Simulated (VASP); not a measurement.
# SbW (CsCl type) (Pm-3m) in VASP: notebook, part 2 of 3

VASP 6.6.1. Earlier steps stand in the parts before.

### Step 3. Single point, PBE (volume scaled by 0.45)

File INCAR:

```
PREC = Accurate ; ENCUT = 520
EDIFF = 1E-6 ; ISMEAR = -1
SIGMA = 0.08 ; LREAL = False
LASPH = True ; NELM = 80
ALGO = Normal ; ISIF = 2
LWAVE = False ; LCHARG = False
GGA = PE ; NBANDS = 16
```

File KPOINTS:

```
regular mesh
0
Gamma
  12 12 12
```

File POSCAR:

```
SbW
1.0
    2.5514653655      0.0000000000      0.0000000000
    0.0000000000      2.5514653655      0.0000000000
    0.0000000000      0.0000000000      2.5514653655
W Sb
1 1
Direct
    0.0000000000      0.0000000000      0.0000000000
    0.5000000000      0.5000000000      0.5000000000
```

Potentials or basis: VASP PAW PBE potentials, release 64 (W_sv, Sb).

Command:

```bash
cat potpaw_PBE.64/W_sv/POTCAR potpaw_PBE.64/Sb/POTCAR > POTCAR
mpirun -np 1 vasp_std > vasp.out
```

OUTCAR:

```text
PREC = Accurate
   ENCUT = 520
   EDIFF = 1E-6
   ISMEAR = -1
   LREAL = False
   LASPH = True
   NELM = 80
   ISIF = 2
   GGA = PE

 ion  position               nearest neighbor table
   1  0.000  0.000  0.000-   2 2.21   2 2.21   2 2.21   2 2.21   2 2.21   2 2.21   2 2.21   2 2.21

   2  0.500  0.500  0.500-   1 2.21   1 2.21   1 2.21   1 2.21   1 2.21   1 2.21   1 2.21   1 2.21

  LATTYP: Found a simple cubic cell.
 ALAT       =     2.5514653655

  Lattice vectors:

 A1 = (   2.5514653655,   0.0000000000,   0.0000000000)
 A2 = (   0.0000000000,   2.5514653655,   0.0000000000)
 A3 = (   0.0000000000,   0.0000000000,   2.5514653655)

Analysis of symmetry for initial positions (statically):
=====================================================================
 Subroutine PRICEL returns:
 Original cell was already a primitive cell.

 Routine SETGRP: Setting up the symmetry group for a
 simple cubic supercell.

 Subroutine GETGRP returns: Found 48 space group operations
 (whereof 48 operations were pure point group operations)
 out of a pool of 48 trial point group operations.

The static configuration has the point symmetry O_h .

Analysis of symmetry for dynamics (positions and initial velocities):
=====================================================================
 Subroutine PRICEL returns:
 Original cell was already a primitive cell.

 Routine SETGRP: Setting up the symmetry group for a
 simple cubic supercell.

 Subroutine GETGRP returns: Found 48 space group operations
 (whereof 48 operations were pure point group operations)
 out of a pool of 48 trial point group operations.

The dynamic configuration has the point symmetry O_h .

 Subroutine INISYM returns: Found 48 space group operations
[... 104 lines left out ...]
   ISYM   =      2    0-nonsym 1-usesym 2-fastsym
   POTIM  = 0.5000    time-step for ionic-motion
   TEBEG  =    0.0;   TEEND  =   0.0 temperature during run
   PSTRESS=    0.0 pullay stress
   NELECT =      19.0000    total number of electrons
   NUPDOWN=      -1.0000    fix difference up-down
   EMIN   =  10.00;   EMAX   =-10.00  energy-range for DOS
   EFERMI =   0.00;   METHOD = LEGACY
   ISMEAR =    -1;   SIGMA  =   0.08  broadening in eV -4-tet -1-fermi 0-gaus
   EFERMI_NEDOS =   21; number of points for ismear=-14 and -15
   IALGO  =     38    algorithm
   IMIX   =      4    mixing-type and parameters
     AMIX     =   0.40;   BMIX     =  1.00
     AMIX_MAG =   1.60;   BMIX_MAG =  1.00
  volume/ion in A,a.u.               =       8.30        56.04
  Fermi-wavevector in a.u.,A,eV,Ry     =   1.712128  3.235454 39.883900  2.931384
  Thomas-Fermi vector in A             =   2.790115
   LORBIT       =      0    0 simple, 1 ext, 2 COOP (PROOUT), +10 PAW based schemes
   GGA     = PE    functional components
   LHFCALC =     F    Hartree Fock is set to
   AEXX    =    0.0000 exact exchange contribution
   IVDW    =     0    specifies the selected vdW correction
   LEPSILON=     F    determine dielectric tensor
   LRPA    =     F    only Hartree local field effects (RPA)
 non-spin polarized calculation
  energy-cutoff  :      520.00
  volume of cell :       16.61
 maximum number of plane-waves:       468
 NGX is ok and might be reduce to    20
   NGX =  9   NGY =  9   NGZ =  9

 number of electron      19.0000001 magnetization

 Free energy of the ion-electron system (eV)
  ---------------------------------------------------
  ext. energy  EPLUGINS =         0.00000000
  ---------------------------------------------------
  free energy    TOTEN  =        10.39651592 eV

  energy without entropy =       10.41059213  energy(sigma->0) =       10.40355402

 E-fermi :  29.0092     XC(G=0): -16.9120

 val. band max:       28.9832923601   @ k =   0.1667   0.0833   0.0833
 cond. band min:      29.0165931980   @ k =   0.4167   0.4167   0.3333
 fundamental gap:      0.0333008379
 Fermi energy:        29.0091863761

 k-point     1 :       0.0000    0.0000    0.0000
  band No.  band energies     occupation
      1     -44.8187      2.00000
      2      -9.3735      2.00000
      3      -9.3735      2.00000
      4      -9.3735      2.00000
      5       7.4571      2.00000
      6      20.1260      2.00000
[... 433 lines left out ...]
      3     -10.8759      2.00000
      4      -8.8685      2.00000
      5      13.3072      2.00000
      6      18.6802      2.00000
[... 8 lines left out ...]
     15      42.3490      0.00000
     16      44.7254      0.00000

 [... further k-points ...]
[... 5 lines left out ...]
  --------------------------------------------------------------------------------------
  -------------------------------------------------------------------------------------
  Total       87.2578905     87.2578905     87.2578905     -0.0000000      0.0000000     -0.0000000
  in kB     8416.7855002   8416.7855002   8416.7855002     -0.0000000      0.0000000     -0.0000000
  external PRESSURE =    8416.7855002 kB  Pullay stress =       0.0000000 kB

 VOLUME and BASIS-vectors are now :
 -----------------------------------------------------------------------------
  energy-cutoff  :      520.00
  volume of cell :       16.61
      direct lattice vectors                 reciprocal lattice vectors
     2.551465365  0.000000000  0.000000000     0.391931638  0.000000000  0.000000000
     0.000000000  2.551465365  0.000000000     0.000000000  0.391931638  0.000000000
     0.000000000  0.000000000  2.551465365     0.000000000  0.000000000  0.391931638

 POSITION                                       TOTAL-FORCE (eV/Angst)
 -----------------------------------------------------------------------------------
      0.00000      0.00000      0.00000         0.000000      0.000000      0.000000
      1.27573      1.27573      1.27573         0.000000      0.000000      0.000000
 -----------------------------------------------------------------------------------
    total drift:                                0.000000      0.000000      0.000000

  FREE ENERGIE OF THE ION-ELECTRON SYSTEM (eV)
  ---------------------------------------------------
  free  energy   TOTEN  =        10.3965159161 eV

  energy  without entropy=       10.4105921251  energy(sigma->0) =       10.40355402
```

OSZICAR:

```text
N       E                     dE             d eps       ncg     rms          rms(c)
DAV:   1     0.159268537022E+03    0.15927E+03   -0.87807E+03  2688   0.128E+03
DAV:   2     0.120947369754E+02   -0.14717E+03   -0.14326E+03  3248   0.355E+02
DAV:   3     0.915876398325E+01   -0.29360E+01   -0.29271E+01  3080   0.502E+01
DAV:   4     0.914125128025E+01   -0.17513E-01   -0.17512E-01  3296   0.430E+00
DAV:   5     0.914100320074E+01   -0.24808E-03   -0.24808E-03  3152   0.454E-01    0.670E+01
DAV:   6     0.995835660385E+01    0.81735E+00   -0.90527E-02  3032   0.357E+00    0.415E+01
DAV:   7     0.103927462505E+02    0.43439E+00   -0.16758E-01  3104   0.423E+00    0.150E+00
DAV:   8     0.103962976744E+02    0.35514E-02   -0.87081E-03  2824   0.111E+00    0.129E-01
DAV:   9     0.103964912324E+02    0.19356E-03   -0.35614E-04  3112   0.172E-01    0.333E-02
DAV:  10     0.103965158366E+02    0.24604E-04   -0.26833E-05  3136   0.438E-02    0.245E-02
DAV:  11     0.103965159161E+02    0.79557E-07   -0.26485E-06  2904   0.160E-02
   1 F= 0.10396516E+02 E0= 0.10403554E+02  d E =-.140762E-01
```

stdout:

```text
POSCAR found type information on POSCAR W Sb
 POSCAR found :  2 types and       2 ions
 scaLAPACK will be used
 LDA part: xc-table for (Slater+PW92), standard interpolation
 POSCAR, INCAR and KPOINTS ok, starting setup
 FFT: planning ... GRIDC
 FFT: planning ... GRID_SOFT
 FFT: planning ... GRID
 WAVECAR not read
 entering main loop
```

Wall time 7.7 s (1 thread of Intel Xeon 6975P-C (Granite Rapids), shared host); peak memory 0.14 GiB.

The run converged, but its numbers aren't listed here, since they failed a check.

Caveat: spin-orbit coupling is left out, which moves the levels of the heavy elements.

### Step 4. Single point, PBE (volume scaled by 0.52)

File INCAR:

```
SYSTEM = SbW
PREC = Accurate
ENCUT = 520
EDIFF = 1E-6
ISMEAR = -1
SIGMA = 0.08
LREAL = .FALSE.
LASPH = .TRUE.
NELM = 60
ALGO = Normal
ISIF = 2
LWAVE = .FALSE.
LCHARG = .FALSE.
GGA = PE
NBANDS = 16
```

File KPOINTS:

```
Automatic mesh
0
G
  12 12 12
  0 0 0
```

File POSCAR:

```
SbW
1.0
    2.6774412747      0.0000000000      0.0000000000
    0.0000000000      2.6774412747      0.0000000000
    0.0000000000      0.0000000000      2.6774412747
W Sb
1 1
Direct
    0.0000000000      0.0000000000      0.0000000000
    0.5000000000      0.5000000000      0.5000000000
```

Potentials or basis: VASP PAW PBE potentials, release 64 (W_sv, Sb).

Command:

```bash
cat potpaw_PBE.64/W_sv/POTCAR potpaw_PBE.64/Sb/POTCAR > POTCAR
mpirun -np 1 vasp_std > vasp.out
```

OUTCAR:

```text
SYSTEM = SbW
   PREC = Accurate
   ENCUT = 520
   EDIFF = 1E-6
   ISMEAR = -1
   LREAL = .FALSE.
   LASPH = .TRUE.
   NELM = 60
   ISIF = 2
   GGA = PE

 ion  position               nearest neighbor table
   1  0.000  0.000  0.000-   2 2.32   2 2.32   2 2.32   2 2.32   2 2.32   2 2.32   2 2.32   2 2.32

   2  0.500  0.500  0.500-   1 2.32   1 2.32   1 2.32   1 2.32   1 2.32   1 2.32   1 2.32   1 2.32

  LATTYP: Found a simple cubic cell.
 ALAT       =     2.6774412747

  Lattice vectors:

 A1 = (   2.6774412747,   0.0000000000,   0.0000000000)
 A2 = (   0.0000000000,   2.6774412747,   0.0000000000)
 A3 = (   0.0000000000,   0.0000000000,   2.6774412747)

Analysis of symmetry for initial positions (statically):
=====================================================================
 Subroutine PRICEL returns:
 Original cell was already a primitive cell.

 Routine SETGRP: Setting up the symmetry group for a
 simple cubic supercell.

 Subroutine GETGRP returns: Found 48 space group operations
 (whereof 48 operations were pure point group operations)
 out of a pool of 48 trial point group operations.

The static configuration has the point symmetry O_h .

Analysis of symmetry for dynamics (positions and initial velocities):
=====================================================================
 Subroutine PRICEL returns:
 Original cell was already a primitive cell.

 Routine SETGRP: Setting up the symmetry group for a
 simple cubic supercell.

 Subroutine GETGRP returns: Found 48 space group operations
 (whereof 48 operations were pure point group operations)
 out of a pool of 48 trial point group operations.

The dynamic configuration has the point symmetry O_h .

 Subroutine INISYM returns: Found 48 space group operations
 (whereof 48 operations are pure point group operations),
 and found     1 'primitive' translations

----------------------------------------------------------------------------------------

                                     Primitive cell

  volume of cell :      19.1938

  direct lattice vectors                    reciprocal lattice vectors
     2.677441275  0.000000000  0.000000000     0.373490918  0.000000000  0.000000000
     0.000000000  2.677441275  0.000000000     0.000000000  0.373490918  0.000000000
     0.000000000  0.000000000  2.677441275     0.000000000  0.000000000  0.373490918

  length of vectors
     2.677441275  2.677441275  2.677441275     0.373490918  0.373490918  0.373490918

  position of ions in fractional coordinates (direct lattice)
     0.000000000  0.000000000  0.000000000
     0.500000000  0.500000000  0.500000000

  ion indices of the primitive-cell ions
   primitive index   ion index
                 1           1
                 2           2

----------------------------------------------------------------------------------------

 KPOINTS: Automatic mesh

Automatic generation of k-mesh.
 Grid dimensions read from file:
 generate k-points for:   12   12   12

 Generating k-lattice:

  Cartesian coordinates                     Fractional coordinates (reciprocal lattice)
     0.031124243  0.000000000  0.000000000     0.083333333  0.000000000  0.000000000
     0.000000000  0.031124243  0.000000000     0.000000000  0.083333333  0.000000000
     0.000000000  0.000000000  0.031124243     0.000000000  0.000000000  0.083333333

  Length of vectors
     0.031124243  0.031124243  0.031124243

  Shift w.r.t. Gamma in fractional coordinates (k-lattice)
     0.000000000  0.000000000  0.000000000

 Subroutine IBZKPT returns following result:
 ===========================================

 Found     84 irreducible k-points:

 Following reciprocal coordinates:
            Coordinates               Weight
  0.000000  0.000000  0.000000      1.000000
  0.083333  0.000000  0.000000      6.000000
  0.166667  0.000000  0.000000      6.000000
  0.250000  0.000000  0.000000      6.000000
  0.333333  0.000000  0.000000      6.000000
  0.416667  0.000000  0.000000      6.000000
[... 16 lines left out ...]
  0.333333  0.333333  0.000000     12.000000
  0.416667  0.333333  0.000000     24.000000
 [... further k-points ...]
   k-points           NKPTS =     84   k-points in BZ     NKDIM =     84   number of bands    NBANDS=     16
   number of dos      NEDOS =    301   number of ions     NIONS =      2
   total plane-waves  NPLWV =   8000
   dimension x,y,z NGX =    20 NGY =   20 NGZ =   20
   dimension x,y,z NGXF=    40 NGYF=   40 NGZF=   40
   ions per type =               1   1
   NGX,Y,Z   is equivalent  to a cutoff of  12.42, 12.42, 12.42 a.u.
   NGXF,Y,Z  is equivalent  to a cutoff of  24.84, 24.84, 24.84 a.u.
 SYSTEM =  SbW
   PREC   = accura    normal or accurate (medium, high low for compatibility)
   ISTART =      0    job   : 0-new  1-cont  2-samecut
   ICHARG =      2    charge: 1-file 2-atom 10-const
   ISPIN  =      1    spin polarized calculation?
   LNONCOLLINEAR =      F non collinear calculations
   LSORBIT =      F    spin-orbit coupling
   LASPH  =      T    aspherical Exc in radial PAW
   ENCUT  =  520.0 eV  38.22 Ry    6.18 a.u.   4.98  4.98  4.98*2*pi/ulx,y,z
   NELM   =     60;   NELMIN=  2; NELMDL= -5     # of ELM steps
   EDIFF  = 0.1E-05   stopping-criterion for ELM
   LREAL  =      F    real-space projection
   EDIFFG = 0.1E-04   stopping-criterion for IOM
   NSW    =      0    number of steps for IOM
   IBRION =     -1    ionic relax: 0-MD 1-quasi-New 2-CG
   NFREE  =      0    steps in history (QN), initial steepest desc. (CG)
   ISIF   =      2    stress and relaxation
   ISYM   =      2    0-nonsym 1-usesym 2-fastsym
   POTIM  = 0.5000    time-step for ionic-motion
   TEBEG  =    0.0;   TEEND  =   0.0 temperature during run
   PSTRESS=    0.0 pullay stress
   NELECT =      19.0000    total number of electrons
   NUPDOWN=      -1.0000    fix difference up-down
   EMIN   =  10.00;   EMAX   =-10.00  energy-range for DOS
   EFERMI =   0.00;   METHOD = LEGACY
   ISMEAR =    -1;   SIGMA  =   0.08  broadening in eV -4-tet -1-fermi 0-gaus
   EFERMI_NEDOS =   21; number of points for ismear=-14 and -15
   IALGO  =     38    algorithm
   IMIX   =      4    mixing-type and parameters
     AMIX     =   0.40;   BMIX     =  1.00
     AMIX_MAG =   1.60;   BMIX_MAG =  1.00
  volume/ion in A,a.u.               =       9.60        64.76
  Fermi-wavevector in a.u.,A,eV,Ry     =   1.631571  3.083223 36.219051  2.662025
  Thomas-Fermi vector in A             =   2.723685
   LORBIT       =      0    0 simple, 1 ext, 2 COOP (PROOUT), +10 PAW based schemes
   GGA     = PE    functional components
   LHFCALC =     F    Hartree Fock is set to
   AEXX    =    0.0000 exact exchange contribution
   IVDW    =     0    specifies the selected vdW correction
   LEPSILON=     F    determine dielectric tensor
   LRPA    =     F    only Hartree local field effects (RPA)
 non-spin polarized calculation
  energy-cutoff  :      520.00
  volume of cell :       19.19
 maximum number of plane-waves:       552
 NGX is ok and might be reduce to    20
   NGX =  9   NGY =  9   NGZ =  9

 number of electron      18.9999995 magnetization

 Free energy of the ion-electron system (eV)
  ---------------------------------------------------
  ext. energy  EPLUGINS =         0.00000000
  ---------------------------------------------------
  free energy    TOTEN  =        -0.20173772 eV

  energy without entropy =       -0.18347201  energy(sigma->0) =       -0.19260486

 E-fermi :  24.7980     XC(G=0): -16.0183

 val. band max:       24.7980270343   @ k =   0.0833   0.0833   0.0833
 cond. band min:      24.8532215917   @ k =   0.5000   0.5000   0.3333
 fundamental gap:      0.0551945575
 Fermi energy:        24.7980492518

 k-point     1 :       0.0000    0.0000    0.0000
  band No.  band energies     occupation
      1     -48.4579      2.00000
      2     -13.0158      2.00000
      3     -13.0158      2.00000
      4     -13.0158      2.00000
      5       4.9009      2.00000
      6      17.4679      2.00000
[... 8 lines left out ...]
     15      37.6198      0.00000
     16      37.6198      0.00000
[... 419 lines left out ...]
 k-point    24 :       0.4167    0.3333    0.0000
  band No.  band energies     occupation
      1     -48.2535      2.00000
      2     -14.3420      2.00000
      3     -13.9930      2.00000
      4     -12.7084      2.00000
      5      10.4206      2.00000
      6      15.3559      2.00000
[... 8 lines left out ...]
     15      36.5515      0.00000
     16      39.4690      0.00000

 [... further k-points ...]
[... 5 lines left out ...]
  --------------------------------------------------------------------------------------
  -------------------------------------------------------------------------------------
  Total       60.5059820     60.5059820     60.5059820      0.0000000      0.0000000     -0.0000000
  in kB     5050.6704695   5050.6704695   5050.6704695      0.0000000      0.0000000     -0.0000000
  external PRESSURE =    5050.6704695 kB  Pullay stress =       0.0000000 kB

 VOLUME and BASIS-vectors are now :
 -----------------------------------------------------------------------------
  energy-cutoff  :      520.00
  volume of cell :       19.19
      direct lattice vectors                 reciprocal lattice vectors
     2.677441275  0.000000000  0.000000000     0.373490918  0.000000000  0.000000000
     0.000000000  2.677441275  0.000000000     0.000000000  0.373490918  0.000000000
     0.000000000  0.000000000  2.677441275     0.000000000  0.000000000  0.373490918

 POSITION                                       TOTAL-FORCE (eV/Angst)
 -----------------------------------------------------------------------------------
      0.00000      0.00000      0.00000         0.000000      0.000000      0.000000
      1.33872      1.33872      1.33872         0.000000      0.000000      0.000000
 -----------------------------------------------------------------------------------
    total drift:                               -0.000000      0.000000      0.000000

  FREE ENERGIE OF THE ION-ELECTRON SYSTEM (eV)
  ---------------------------------------------------
  free  energy   TOTEN  =        -0.2017377188 eV

  energy  without entropy=       -0.1834720103  energy(sigma->0) =       -0.19260486
```

stdout:

```text
POSCAR found type information on POSCAR W Sb
 POSCAR found :  2 types and       2 ions
 scaLAPACK will be used
 LDA part: xc-table for (Slater+PW92), standard interpolation
 POSCAR, INCAR and KPOINTS ok, starting setup
 FFT: planning ... GRIDC
 FFT: planning ... GRID_SOFT
 FFT: planning ... GRID
 WAVECAR not read
 entering main loop
```

Run time: 7.6 s. Hardware: 1 thread of Intel Xeon 6975P-C (Granite Rapids), shared host; peak memory 0.14 GiB.

Results:

```yaml
Free_energy: -0.2017 eV
Pressure: 505.1 GPa
```

Levels at points of the mesh, in eV from the Fermi level:
```csv
k point,band 7,band 8,band 9,band 10,band 11,band 12
"(0.00, 0.00, 0.00)",-7.33,2.06,2.06,2.06,2.75,2.75
"(0.50, 0.00, 0.00)",-7.17,-5.18,-5.18,1.37,5.44,5.73
"(0.50, 0.50, 0.00)",-6.38,-6.11,-1.29,-1.29,5.66,7.54
"(0.50, 0.50, 0.50)",-12.01,-5.00,5.68,5.68,5.68,6.19
```

Caveat: spin-orbit coupling is left out, which moves the levels of the heavy elements.

(Part 2 of 3 ends here.)
